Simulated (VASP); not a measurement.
Write the native input for VASP 6.6.1 that does the following.

```
Task                   : single point
Functional             : PBE
Potentials or basis    : VASP PAW PBE potentials, release 64 (Mg, O)
Cutoff                 : 520 eV
k mesh                 : 6 × 6 × 6
Occupations            : gaussian, width 0.1 eV
Spin                   : no spin polarisation
Dipole correction      : no
Further INCAR settings : ALGO = Normal; EDIFF = 1e-06; NBANDS = 14
```

The structure of Mg3O lies in POSCAR:

```
Mg3O
1.0
   -1.9253741261      1.9253741261      4.3008357102
    1.9253741261     -1.9253741261      4.3008357102
    1.9253741261      1.9253741261     -4.3008357102
Mg O
3 1
Direct
    0.5000000000      0.5000000000      0.0000000000
    0.2500000000      0.7500000000      0.5000000000
    0.7500000000      0.2500000000      0.5000000000
    0.0000000000      0.0000000000      0.0000000000
```

One way to write it, as run:

INCAR

```
  PREC = Accurate
  ENCUT = 520
  EDIFF = 1E-6
  ISMEAR = 0
  SIGMA = 0.1
  LREAL = False
  LASPH = True
  NELM = 80
  ALGO = Normal
  ISIF = 2
  LWAVE = False
  LCHARG = False
  GGA = PE
  NBANDS = 14
```

KPOINTS

```
Automatic mesh
0
Gamma
  6 6 6
```

Potentials or basis: VASP PAW PBE potentials, release 64 (Mg, O).

Launch:

```bash
$ cat potpaw_PBE.64/Mg/POTCAR potpaw_PBE.64/O/POTCAR > POTCAR
$ mpirun -np 1 vasp_std > vasp.out
```

It gave:

| Quantity | Value |
| --- | --- |
| Pressure | 3.3 GPa |
| Band gap on the k mesh | zero (band 6 reaches 4.63 eV, above the bottom of band 7 at 3.19 eV) |

Caveat: the k points lie up to 0.38 Å⁻¹ apart.

Run time: 22 s on 1 thread of Intel(R) Xeon(R) 6975P-C (Granite Rapids) (shared host), peak memory 0.24 GiB.
